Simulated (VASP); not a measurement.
# Na (I4_1/amd) in VASP: further runs

Runs on Na. Level: PBE. Tasks: single point.

All numbers are computed with VASP 6.6.1; they aren't measurements. Logs are shortened: lines on timing, memory, paths and dates and some standing lists are left out, and cuts for length are marked.

**1. The cell of the first run**

It takes space group I4_1/amd (No. 141, tetragonal). Conventional cell: a = 6.579 Å, b = 6.579 Å, c = 3.557 Å, α = 90.00°, β = 90.00°, γ = 90.00°. Within 4.5 Å of Na (site symmetry -4m2) lie 10 Na at 3.41 to 4.24 Å.

**2. Single point, PBE**

Contents of INCAR:

```
ALGO = Normal ; EDIFF = 1E-6
ENCUT = 520 ; GGA = PE
ISIF = 2 ; ISMEAR = -1
LASPH = True ; LCHARG = False
LREAL = False ; LWAVE = False
NBANDS = 14 ; NELM = 100
PREC = Accurate ; SIGMA = 0.08
```

Contents of KPOINTS:

```
k-points
0
Gamma
  12 12 12
```

Contents of POSCAR:

```
Na
1.0
   -3.2895134886      3.2895134886      1.7784049550
    3.2895134886     -3.2895134886      1.7784049550
    3.2895134886      3.2895134886     -1.7784049550
Na
2
Direct
   -0.3750000000     -0.1250000000     -0.2500000000
    0.3750000000      0.1250000000      0.2500000000
```

Potentials or basis: VASP PAW PBE potentials, release 64 (Na_pv).

The run is started by

```bash
$ cat potpaw_PBE.64/Na_pv/POTCAR > POTCAR
$ mpirun -np 1 vasp_std > vasp.out
```

OUTCAR:

```text
EDIFF = 1E-6
   ENCUT = 520
   GGA = PE
   ISIF = 2
   ISMEAR = -1
   LASPH = True
   LREAL = False
   NELM = 100
   PREC = Accurate

 ion  position               nearest neighbor table
   1  0.625  0.875  0.750-
   2  0.375  0.125  0.250-

  LATTYP: Found a body centered tetragonal cell.
 ALAT       =     6.5790269772
 C/A-ratio  =     0.5406285644

  Lattice vectors:

 A1 = (  -3.2895134886,   3.2895134886,   1.7784049550)
 A2 = (   3.2895134886,  -3.2895134886,   1.7784049550)
 A3 = (   3.2895134886,   3.2895134886,  -1.7784049550)

Analysis of symmetry for initial positions (statically):
=====================================================================
 Subroutine PRICEL returns:
 Original cell was already a primitive cell.

 Routine SETGRP: Setting up the symmetry group for a
 body centered tetragonal supercell.

 Subroutine GETGRP returns: Found 16 space group operations
 (whereof  4 operations were pure point group operations)
 out of a pool of 16 trial point group operations.

The static configuration has the point symmetry C_2h.
 The point group associated with its full space group is D_4h.

Analysis of symmetry for dynamics (positions and initial velocities):
=====================================================================
 Subroutine PRICEL returns:
 Original cell was already a primitive cell.

 Routine SETGRP: Setting up the symmetry group for a
 body centered tetragonal supercell.

 Subroutine GETGRP returns: Found 16 space group operations
 (whereof  4 operations were pure point group operations)
 out of a pool of 16 trial point group operations.

The dynamic configuration has the point symmetry C_2h.
 The point group associated with its full space group is D_4h.

 Subroutine INISYM returns: Found 16 space group operations
 (whereof  4 operations are pure point group operations),
 and found     1 'primitive' translations

----------------------------------------------------------------------------------------

                                     Primitive cell

  volume of cell :      76.9758

  direct lattice vectors                    reciprocal lattice vectors
    -3.289513489  3.289513489  1.778404955     0.000000000  0.151998161  0.281150814
     3.289513489 -3.289513489  1.778404955     0.151998161  0.000000000  0.281150814
     3.289513489  3.289513489 -1.778404955     0.151998161  0.151998161  0.000000000

  length of vectors
     4.980413855  4.980413855  4.980413855     0.319607917  0.319607917  0.214957860

  position of ions in fractional coordinates (direct lattice)
     0.625000000  0.875000000  0.750000000
     0.375000000  0.125000000  0.250000000

  ion indices of the primitive-cell ions
   primitive index   ion index
                 1           1
                 2           2

----------------------------------------------------------------------------------------

 KPOINTS: k-points

Automatic generation of k-mesh.
 Grid dimensions read from file:
 generate k-points for:   12   12   12

 Generating k-lattice:

  Cartesian coordinates                     Fractional coordinates (reciprocal lattice)
     0.000000000  0.012666513  0.023429234     0.083333333 -0.000000000  0.000000000
     0.012666513  0.000000000  0.023429234    -0.000000000  0.083333333  0.000000000
     0.012666513  0.012666513  0.000000000     0.000000000  0.000000000  0.083333333

  Length of vectors
     0.026633993  0.026633993  0.017913155

  Shift w.r.t. Gamma in fractional coordinates (k-lattice)
     0.000000000  0.000000000  0.000000000

 Subroutine IBZKPT returns following result:
 ===========================================

 Found    163 irreducible k-points:

 Following reciprocal coordinates:
            Coordinates               Weight
  0.000000  0.000000  0.000000      1.000000
  0.083333  0.000000 -0.000000      8.000000
  0.166667  0.000000  0.000000      8.000000
  0.250000 -0.000000  0.000000      8.000000
  0.333333 -0.000000  0.000000      8.000000
  0.416667  0.000000 -0.000000      8.000000
[... 16 lines left out ...]
  0.500000  0.166667  0.000000     16.000000
 -0.416667  0.166667  0.000000     16.000000
 [... further k-points ...]
   k-points           NKPTS =    163   k-points in BZ     NKDIM =    163   number of bands    NBANDS=     14
   number of dos      NEDOS =    301   number of ions     NIONS =      2
   total plane-waves  NPLWV =  64000
   dimension x,y,z NGX =    40 NGY =   40 NGZ =   40
   dimension x,y,z NGXF=    80 NGYF=   80 NGZF=   80
   ions per type =               2
   NGX,Y,Z   is equivalent  to a cutoff of  13.35, 13.35, 13.35 a.u.
   NGXF,Y,Z  is equivalent  to a cutoff of  26.70, 26.70, 26.70 a.u.
 SYSTEM =  unknown system
   PREC   = accura    normal or accurate (medium, high low for compatibility)
   ISTART =      0    job   : 0-new  1-cont  2-samecut
   ICHARG =      2    charge: 1-file 2-atom 10-const
   ISPIN  =      1    spin polarized calculation?
   LNONCOLLINEAR =      F non collinear calculations
   LSORBIT =      F    spin-orbit coupling
   LASPH  =      T    aspherical Exc in radial PAW
   ENCUT  =  520.0 eV  38.22 Ry    6.18 a.u.   9.26  9.26  9.26*2*pi/ulx,y,z
   NELM   =    100;   NELMIN=  2; NELMDL= -5     # of ELM steps
   EDIFF  = 0.1E-05   stopping-criterion for ELM
   LREAL  =      F    real-space projection
   EDIFFG = 0.1E-04   stopping-criterion for IOM
   NSW    =      0    number of steps for IOM
   IBRION =     -1    ionic relax: 0-MD 1-quasi-New 2-CG
   NFREE  =      0    steps in history (QN), initial steepest desc. (CG)
   ISIF   =      2    stress and relaxation
   ISYM   =      2    0-nonsym 1-usesym 2-fastsym
   POTIM  = 0.5000    time-step for ionic-motion
   TEBEG  =    0.0;   TEEND  =   0.0 temperature during run
   PSTRESS=    0.0 pullay stress
   NELECT =      14.0000    total number of electrons
   NUPDOWN=      -1.0000    fix difference up-down
   EMIN   =  10.00;   EMAX   =-10.00  energy-range for DOS
   EFERMI =   0.00;   METHOD = LEGACY
   ISMEAR =    -1;   SIGMA  =   0.08  broadening in eV -4-tet -1-fermi 0-gaus
   EFERMI_NEDOS =   21; number of points for ismear=-14 and -15
   IALGO  =     38    algorithm
   IMIX   =      4    mixing-type and parameters
     AMIX     =   0.40;   BMIX     =  1.00
     AMIX_MAG =   1.60;   BMIX_MAG =  1.00
  volume/ion in A,a.u.               =      38.49       259.73
  Fermi-wavevector in a.u.,A,eV,Ry     =   0.927540  1.752797 11.705517  0.860331
  Thomas-Fermi vector in A             =   2.053621
   LORBIT       =      0    0 simple, 1 ext, 2 COOP (PROOUT), +10 PAW based schemes
   GGA     = PE    functional components
   LHFCALC =     F    Hartree Fock is set to
   AEXX    =    0.0000 exact exchange contribution
   IVDW    =     0    specifies the selected vdW correction
   LEPSILON=     F    determine dielectric tensor
   LRPA    =     F    only Hartree local field effects (RPA)
 non-spin polarized calculation
  energy-cutoff  :      520.00
  volume of cell :       76.98
 maximum number of plane-waves:      2092
 NGX is ok and might be reduce to    40
   NGX = 19   NGY = 19   NGZ = 19

 number of electron      13.9999988 magnetization

 Free energy of the ion-electron system (eV)
  ---------------------------------------------------
  ext. energy  EPLUGINS =         0.00000000
  ---------------------------------------------------
  free energy    TOTEN  =        -2.48726238 eV

  energy without entropy =       -2.46683635  energy(sigma->0) =       -2.47704936

 E-fermi :   0.2350     XC(G=0):  -6.4007

 val. band max:        0.2251983242   @ k =  -0.3333  -0.4167   0.2500
 cond. band min:       0.2511878783   @ k =  -0.1667  -0.3333   0.0833
 fundamental gap:      0.0259895541
 Fermi energy:         0.2349645768

 k-point     1 :       0.0000    0.0000    0.0000
  band No.  band energies     occupation
      1     -24.8434      2.00000
      2     -24.8434      2.00000
      3     -24.8046      2.00000
      4     -24.8040      2.00000
      5     -24.8038      2.00000
      6     -24.8038      2.00000
      7      -2.9692      2.00000
      8       3.6189      0.00000
      9       3.6189      0.00000
     10       3.6960      0.00000
     11       4.6649      0.00000
     12       9.1745      0.00000
     13      10.0341      0.00000
     14      10.6410      0.00000

 k-point     2 :       0.0833    0.0000   -0.0000
  band No.  band energies     occupation
      1     -24.8433      2.00000
      2     -24.8425      2.00000
      3     -24.8072      2.00000
      4     -24.8061      2.00000
      5     -24.8037      2.00000
      6     -24.8036      2.00000
      7      -2.8589      2.00000
      8       3.2114      0.00000
      9       3.4755      0.00000
     10       4.3050      0.00000
     11       4.9824      0.00000
     12       8.8754      0.00000
     13       9.2589      0.00000
     14       9.8794      0.00000

 k-point     3 :       0.1667    0.0000    0.0000
  band No.  band energies     occupation
      1     -24.8428      2.00000
      2     -24.8399      2.00000
      3     -24.8131      2.00000
      4     -24.8117      2.00000
      5     -24.8051      2.00000
      6     -24.8031      2.00000
      7      -2.5294      2.00000
      8       2.9682      0.00000
      9       3.3016      0.00000
     10       5.1529      0.00000
     11       5.6174      0.00000
     12       7.4563      0.00000
     13       8.2718      0.00000
     14       8.2718      0.00000
[... 324 lines left out ...]
 k-point    23 :       0.5000    0.1667    0.0000
  band No.  band energies     occupation
      1     -24.8408      2.00000
      2     -24.8325      2.00000
      3     -24.8307      2.00000
      4     -24.8182      2.00000
      5     -24.8157      2.00000
      6     -24.8034      2.00000
      7      -0.6538      1.99997
      8       1.5923      0.00000
      9       3.1604      0.00000
     10       3.9056      0.00000
     11       5.3547      0.00000
     12       6.0745      0.00000
     13       7.5321      0.00000
     14       8.4914      0.00000

 k-point    24 :      -0.4167    0.1667    0.0000
  band No.  band energies     occupation
      1     -24.8409      2.00000
      2     -24.8302      2.00000
      3     -24.8252      2.00000
      4     -24.8159      2.00000
      5     -24.8130      2.00000
      6     -24.8038      2.00000
      7      -1.4965      2.00000
      8       1.3470      0.00000
      9       3.5526      0.00000
     10       4.8362      0.00000
     11       6.0926      0.00000
     12       6.5975      0.00000
     13       7.0267      0.00000
     14       8.6217      0.00000

 [... further k-points ...]

------------------------ aborting loop because EDIFF is reached ----------------------------------------

  FORCE on cell =-STRESS in cart. coord.  units (eV):
  Direction    XX          YY          ZZ          XY          YZ          ZX
  --------------------------------------------------------------------------------------
  -------------------------------------------------------------------------------------
  Total        0.0002276      0.0002276     -0.0038368      0.0000000      0.0000000      0.0000000
  in kB        0.0047375      0.0047375     -0.0798601      0.0000000      0.0000000      0.0000000
  external PRESSURE =      -0.0234617 kB  Pullay stress =       0.0000000 kB

 VOLUME and BASIS-vectors are now :
 -----------------------------------------------------------------------------
  energy-cutoff  :      520.00
  volume of cell :       76.98
      direct lattice vectors                 reciprocal lattice vectors
    -3.289513489  3.289513489  1.778404955     0.000000000  0.151998161  0.281150814
     3.289513489 -3.289513489  1.778404955     0.151998161  0.000000000  0.281150814
     3.289513489  3.289513489 -1.778404955     0.151998161  0.151998161  0.000000000

 POSITION                                       TOTAL-FORCE (eV/Angst)
 -----------------------------------------------------------------------------------
      3.28951      1.64476      1.33380        -0.000000     -0.000000     -0.000000
      0.00000      1.64476      0.44460         0.000000      0.000000      0.000000
 -----------------------------------------------------------------------------------
    total drift:                               -0.000000     -0.000000      0.000000

  FREE ENERGIE OF THE ION-ELECTRON SYSTEM (eV)
  ---------------------------------------------------
  free  energy   TOTEN  =        -2.4872623763 eV

  energy  without entropy=       -2.4668363460  energy(sigma->0) =       -2.47704936
```

It took 2.3 min on 1 thread of AMD EPYC 9755, shared host; peak memory 0.27 GiB.

What came out:

| Property | Result |
| --- | --- |
| Free energy | -2.4873 eV |
| Pressure | 0.0 GPa |
| Band gap on the k mesh | zero (bands 7 and 8 overlap by 2.84 eV) |

Levels at points of the mesh, in eV from the Fermi level:
```csv
k point,band 4,band 5,band 6,band 7,band 8,band 9,band 10,band 11
"(0.00, 0.00, 0.00)",-25.04,-25.04,-25.04,-3.20,3.38,3.38,3.46,4.43
"(0.50, 0.00, 0.00)",-25.05,-25.05,-25.04,0.51,0.77,3.73,3.79,3.85
"(0.50, 0.50, 0.00)",-25.06,-25.04,-25.04,-1.44,-1.44,4.92,4.92,5.64
"(0.50, 0.50, 0.50)",-25.04,-25.03,-25.03,0.17,0.17,0.41,0.41,8.24
```

**3. Single point, PBE**

Contents of INCAR:

```
SYSTEM = Na
  ALGO = Normal
  EDIFF = 1E-6
  ENCUT = 520
  GGA = PE
  ISIF = 2
  ISMEAR = -1
  LASPH = .TRUE.
  LCHARG = .FALSE.
  LREAL = .FALSE.
  LWAVE = .FALSE.
  NBANDS = 14
  NELM = 60
  PREC = Accurate
  SIGMA = 0.08
```

Contents of KPOINTS:

```
k-points
0
G
  12 12 12
  0 0 0
```

POSCAR is that of step 2.

Potentials or basis: VASP PAW PBE potentials, release 64 (Na_pv).

The run is started by

```bash
$ cat potpaw_PBE.64/Na_pv/POTCAR > POTCAR
$ mpirun -np 1 vasp_std > vasp.out
```

Run time: 2.1 min. Hardware: 1 thread of AMD EPYC 9755, shared host; peak memory 0.27 GiB.

Results (log left out):

```
Free energy            : -2.4873 eV
Pressure               : 0.0 GPa
Band gap on the k mesh : zero (bands 7 and 8 overlap by 2.84 eV)
```

Levels at points of the mesh, in eV from the Fermi level:
```csv
k point,band 3,band 4,band 5,band 6,band 7,band 8,band 9,band 10,band 11,band 12
"(0.00, 0.00, 0.00)",-25.04,-25.04,-25.04,-25.04,-3.20,3.38,3.38,3.46,4.43,8.94
"(0.50, 0.00, 0.00)",-25.07,-25.05,-25.05,-25.04,0.51,0.77,3.73,3.79,3.85,4.64
"(0.50, 0.50, 0.00)",-25.06,-25.06,-25.04,-25.04,-1.44,-1.44,4.92,4.92,5.64,5.64
"(0.50, 0.50, 0.50)",-25.04,-25.04,-25.03,-25.03,0.17,0.17,0.41,0.41,8.24,8.24
```

The gap in the log of VASP goes by the Fermi energy; the results here count the filled bands.